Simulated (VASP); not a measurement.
# Si (P1) in VASP: single point with PBE

Aim: the single point of Si with PBE.

All numbers are computed with VASP 6.6.1; they aren't measurements. Logs are shortened: lines on timing, memory, paths and dates and some standing lists are left out, and cuts for length are marked.

## (1) The cell of the first run

The typed cell holds 8 atoms: a = 5.431 Å, b = 5.431 Å, c = 5.431 Å, α = 90.00°, β = 90.00°, γ = 90.00°.

## (2) Single point, PBE

Input file INCAR:

```
SYSTEM = Si
  ALGO = Normal
  EDIFF = 1E-6
  ENCUT = 500
  GGA = PE
  GGA_COMPAT = .False.
  ISIF = 2
  ISMEAR = 0
  LASPH = .True.
  LCHARG = .True.
  LELF = .True.
  LREAL = .False.
  LVHAR = .True.
  LWAVE = .False.
  NBANDS = 26
  NELM = 120
  PREC = Accurate
  SIGMA = 0.01
```

Input file KPOINTS:

```
k-points
0
Gamma
  1 1 1
  0 0 0
```

Input file POSCAR:

```
Si
1.0
    5.4310000000      0.0000000000      0.0000000000
    0.0000000000      5.4310000000      0.0000000000
    0.0000000000      0.0000000000      5.4310000000
Si
8
Direct
    0.0100840000      0.0001600000     -0.0001930000
    0.0001770000      0.4901280000      0.4998230000
    0.5001230000      0.0001220000      0.5148750000
    0.5001890000      0.4999460000     -0.0000200000
    0.2500620000      0.2600760000      0.2500990000
    0.2499110000      0.7499940000      0.7398550000
    0.7599100000      0.2499960000      0.7498300000
    0.7499400000      0.7501260000      0.2498720000
```

Potentials or basis: VASP PAW PBE potentials, release 64 (Si).

On the command line:

```
$ cat potpaw_PBE.64/Si/POTCAR > POTCAR
$ mpirun -np 1 vasp_gam > vasp.out
```

OUTCAR:

```text
SYSTEM = Si
   EDIFF = 1E-6
   ENCUT = 500
   GGA = PE
   ISIF = 2
   ISMEAR = 0
   LASPH = .True.
   LREAL = .False.
   NELM = 120
   PREC = Accurate

 ion  position               nearest neighbor table
   1  0.010  0.000  1.000-   7 2.35   6 2.35   5 2.35   8 2.38
   2  0.000  0.490  0.500-   5 2.29   7 2.29   6 2.35   8 2.38
   3  0.500  0.000  0.515-   6 2.28   7 2.34   8 2.40   5 2.43
   4  0.500  0.500  1.000-   5 2.32   8 2.35   7 2.38   6 2.38
   5  0.250  0.260  0.250-   2 2.29   4 2.32   1 2.35   3 2.43
   6  0.250  0.750  0.740-   3 2.28   2 2.35   1 2.35   4 2.38
   7  0.760  0.250  0.750-   2 2.29   3 2.34   1 2.35   4 2.38
   8  0.750  0.750  0.250-   4 2.35   2 2.38   1 2.38   3 2.40

  LATTYP: Found a simple cubic cell.
 ALAT       =     5.4310000000

  Lattice vectors:

 A1 = (   5.4310000000,   0.0000000000,   0.0000000000)
 A2 = (   0.0000000000,   5.4310000000,   0.0000000000)
 A3 = (   0.0000000000,   0.0000000000,   5.4310000000)

Analysis of symmetry for initial positions (statically):
=====================================================================
 Subroutine PRICEL returns:
 Original cell was already a primitive cell.

 Routine SETGRP: Setting up the symmetry group for a
 simple cubic supercell.

 Subroutine GETGRP returns: Found  1 space group operations
 (whereof  1 operations were pure point group operations)
 out of a pool of 48 trial point group operations.

The static configuration has the point symmetry C_1 .

Analysis of symmetry for dynamics (positions and initial velocities):
=====================================================================
 Subroutine PRICEL returns:
 Original cell was already a primitive cell.

 Routine SETGRP: Setting up the symmetry group for a
 simple cubic supercell.

 Subroutine GETGRP returns: Found  1 space group operations
 (whereof  1 operations were pure point group operations)
 out of a pool of 48 trial point group operations.

The dynamic configuration has the point symmetry C_1 .

 Subroutine INISYM returns: Found  1 space group operations
 (whereof  1 operations are pure point group operations),
 and found     1 'primitive' translations

----------------------------------------------------------------------------------------

                                     Primitive cell

  volume of cell :     160.1915

  direct lattice vectors                    reciprocal lattice vectors
     5.431000000  0.000000000  0.000000000     0.184128153  0.000000000  0.000000000
     0.000000000  5.431000000  0.000000000     0.000000000  0.184128153  0.000000000
     0.000000000  0.000000000  5.431000000     0.000000000  0.000000000  0.184128153

  length of vectors
     5.431000000  5.431000000  5.431000000     0.184128153  0.184128153  0.184128153

  position of ions in fractional coordinates (direct lattice)
     0.010084000  0.000160000  0.999807000
     0.000177000  0.490128000  0.499823000
     0.500123000  0.000122000  0.514875000
     0.500189000  0.499946000  0.999980000
     0.250062000  0.260076000  0.250099000
     0.249911000  0.749994000  0.739855000
     0.759910000  0.249996000  0.749830000
     0.749940000  0.750126000  0.249872000

  ion indices of the primitive-cell ions
   primitive index   ion index
                 1           1
                 2           2
                 3           3
                 4           4
                 5           5
                 6           6
                 7           7
                 8           8

----------------------------------------------------------------------------------------

 KPOINTS: k-points

Automatic generation of k-mesh.
 Grid dimensions read from file:
 generate k-points for:    1    1    1

 Generating k-lattice:

  Cartesian coordinates                     Fractional coordinates (reciprocal lattice)
     0.184128153  0.000000000  0.000000000     1.000000000  0.000000000  0.000000000
     0.000000000  0.184128153  0.000000000     0.000000000  1.000000000  0.000000000
     0.000000000  0.000000000  0.184128153     0.000000000  0.000000000  1.000000000

  Length of vectors
     0.184128153  0.184128153  0.184128153

  Shift w.r.t. Gamma in fractional coordinates (k-lattice)
     0.000000000  0.000000000  0.000000000

 Subroutine IBZKPT returns following result:
 ===========================================

 Found      1 irreducible k-points:

 Following reciprocal coordinates:
            Coordinates               Weight
  0.000000  0.000000  0.000000      1.000000
   k-points           NKPTS =      1   k-points in BZ     NKDIM =      1   number of bands    NBANDS=     26
   number of dos      NEDOS =    301   number of ions     NIONS =      8
   total plane-waves  NPLWV =  64000
   dimension x,y,z NGX =    40 NGY =   40 NGZ =   40
   dimension x,y,z NGXF=    80 NGYF=   80 NGZF=   80
   ions per type =               8
   NGX,Y,Z   is equivalent  to a cutoff of  12.24, 12.24, 12.24 a.u.
   NGXF,Y,Z  is equivalent  to a cutoff of  24.49, 24.49, 24.49 a.u.
 SYSTEM =  Si
   PREC   = accura    normal or accurate (medium, high low for compatibility)
   ISTART =      0    job   : 0-new  1-cont  2-samecut
   ICHARG =      2    charge: 1-file 2-atom 10-const
   ISPIN  =      1    spin polarized calculation?
   LNONCOLLINEAR =      F non collinear calculations
   LSORBIT =      F    spin-orbit coupling
   LASPH  =      T    aspherical Exc in radial PAW
   ENCUT  =  500.0 eV  36.75 Ry    6.06 a.u.   9.90  9.90  9.90*2*pi/ulx,y,z
   NELM   =    120;   NELMIN=  2; NELMDL= -5     # of ELM steps
   EDIFF  = 0.1E-05   stopping-criterion for ELM
   LREAL  =      F    real-space projection
   EDIFFG = 0.1E-04   stopping-criterion for IOM
   NSW    =      0    number of steps for IOM
   IBRION =     -1    ionic relax: 0-MD 1-quasi-New 2-CG
   NFREE  =      0    steps in history (QN), initial steepest desc. (CG)
   ISIF   =      2    stress and relaxation
   ISYM   =      2    0-nonsym 1-usesym 2-fastsym
   POTIM  = 0.5000    time-step for ionic-motion
   TEBEG  =    0.0;   TEEND  =   0.0 temperature during run
   PSTRESS=    0.0 pullay stress
   NELECT =      32.0000    total number of electrons
   NUPDOWN=      -1.0000    fix difference up-down
   EMIN   =  10.00;   EMAX   =-10.00  energy-range for DOS
   EFERMI =   0.00;   METHOD = LEGACY
   ISMEAR =     0;   SIGMA  =   0.01  broadening in eV -4-tet -1-fermi 0-gaus
   EFERMI_NEDOS =   21; number of points for ismear=-14 and -15
   IALGO  =     38    algorithm
   IMIX   =      4    mixing-type and parameters
     AMIX     =   0.40;   BMIX     =  1.00
     AMIX_MAG =   1.60;   BMIX_MAG =  1.00
  volume/ion in A,a.u.               =      20.02       135.13
  Fermi-wavevector in a.u.,A,eV,Ry     =   0.956999  1.808467 12.460868  0.915848
  Thomas-Fermi vector in A             =   2.085978
   LORBIT       =      0    0 simple, 1 ext, 2 COOP (PROOUT), +10 PAW based schemes
   GGA     = PE    functional components
   LHFCALC =     F    Hartree Fock is set to
   AEXX    =    0.0000 exact exchange contribution
   IVDW    =     0    specifies the selected vdW correction
   LEPSILON=     F    determine dielectric tensor
   LRPA    =     F    only Hartree local field effects (RPA)
 non-spin polarized calculation
 Gauss-broadening in eV      SIGMA  =   0.01
  energy-cutoff  :      500.00
  volume of cell :      160.19
 maximum number of plane-waves:      2034
 NGX is ok and might be reduce to    40
   NGX = 19   NGY = 19   NGZ = 19

 number of electron      32.0000003 magnetization

 Free energy of the ion-electron system (eV)
  ---------------------------------------------------
  ext. energy  EPLUGINS =         0.00000000
  ---------------------------------------------------
  free energy    TOTEN  =       -33.06736921 eV

  energy without entropy =      -33.06736921  energy(sigma->0) =      -33.06736921

 E-fermi :   6.4085     XC(G=0):  -9.1987

 val. band max:        6.3220568431   @ k =   0.0000   0.0000   0.0000
 cond. band min:       6.5879429001   @ k =   0.0000   0.0000   0.0000
 fundamental gap:      0.2658860570
 Fermi energy:         6.4084691435

 k-point     1 :       0.0000    0.0000    0.0000
  band No.  band energies     occupation
      1      -5.8860      2.00000
      2      -1.9251      2.00000
      3      -1.8364      2.00000
      4      -1.7424      2.00000
      5      -1.6764      2.00000
      6      -1.5926      2.00000
      7      -1.5270      2.00000
      8       3.1322      2.00000
      9       3.1461      2.00000
     10       3.2016      2.00000
     11       3.2468      2.00000
     12       3.2592      2.00000
     13       3.3121      2.00000
     14       5.9342      2.00000
     15       6.1398      2.00000
     16       6.3221      2.00000
     17       6.5879      0.00000
     18       6.6639      0.00000
     19       6.7190      0.00000
     20       6.7564      0.00000
     21       6.8320      0.00000
     22       6.8872      0.00000
     23       8.4622      0.00000
     24       8.5851      0.00000
     25       8.7036      0.00000
     26       9.5222      0.00000

------------------------ aborting loop because EDIFF is reached ----------------------------------------

  FORCE on cell =-STRESS in cart. coord.  units (eV):
  Direction    XX          YY          ZZ          XY          YZ          ZX
  --------------------------------------------------------------------------------------
  -------------------------------------------------------------------------------------
  Total       10.9296292     10.6024709     10.7965825      1.4590465     -0.0073991     -1.0461262
  in kB      109.3142053    106.0420859    107.9835206     14.5928561     -0.0740031    -10.4629765
  external PRESSURE =     107.7799373 kB  Pullay stress =       0.0000000 kB

 VOLUME and BASIS-vectors are now :
 -----------------------------------------------------------------------------
  energy-cutoff  :      500.00
  volume of cell :      160.19
      direct lattice vectors                 reciprocal lattice vectors
     5.431000000  0.000000000  0.000000000     0.184128153  0.000000000  0.000000000
     0.000000000  5.431000000  0.000000000     0.000000000  0.184128153  0.000000000
     0.000000000  0.000000000  5.431000000     0.000000000  0.000000000  0.184128153

 POSITION                                       TOTAL-FORCE (eV/Angst)
 -----------------------------------------------------------------------------------
      0.05477      0.00087      5.42995         0.162587     -0.081594      0.018549
      0.00096      2.66189      2.71454        -0.356735      0.853241     -0.577623
      2.71617      0.00066      2.79629         0.298150      0.723242     -0.872125
      2.71653      2.71521      5.43089         0.187995      0.350953     -0.740436
      1.35809      1.41247      1.35829         0.509384     -0.776969      0.369437
      1.35727      4.07322      4.01815        -0.413355     -0.923552      0.545227
      4.12707      1.35773      4.07233        -0.202916     -0.301542      0.936566
      4.07292      4.07393      1.35705        -0.185109      0.156220      0.320405
 -----------------------------------------------------------------------------------
    total drift:                                0.000037     -0.000003     -0.000014

  FREE ENERGIE OF THE ION-ELECTRON SYSTEM (eV)
  ---------------------------------------------------
  free  energy   TOTEN  =       -33.0673692115 eV

  energy  without entropy=      -33.0673692115  energy(sigma->0) =      -33.06736921
```

Run time: 6.4 s. Hardware: 1 thread of Intel Xeon Platinum 8559C (Emerald Rapids), shared host; peak memory 0.21 GiB.

Results:

```yaml
Free_energy: -33.0674 eV
Pressure: 10.8 GPa
Largest_force: 1.172 eV/Å
Band_gap_on_the_k_mesh: 0.27 eV
```

Forces in eV/Å, atoms in the order of the input:
```
Si   0.163 -0.082  0.019
Si  -0.357  0.853 -0.578
Si   0.298  0.723 -0.872
Si   0.188  0.351 -0.740
Si   0.509 -0.777  0.369
Si  -0.413 -0.924  0.545
Si  -0.203 -0.302  0.937
Si  -0.185  0.156  0.320
```

Levels at points of the mesh, in eV from the valence-band top:
```tsv
k point	band 13	band 14	band 15	band 16	band 17	band 18	band 19	band 20
(0.00, 0.00, 0.00)	-3.01	-0.39	-0.18	0.00	0.27	0.34	0.40	0.43
```

Caveat: the k points lie up to 1.16 Å⁻¹ apart; forces of over 1 eV/Å act on the atoms, so gaps and moduli don't describe the material at rest. A k mesh can miss the band edges.
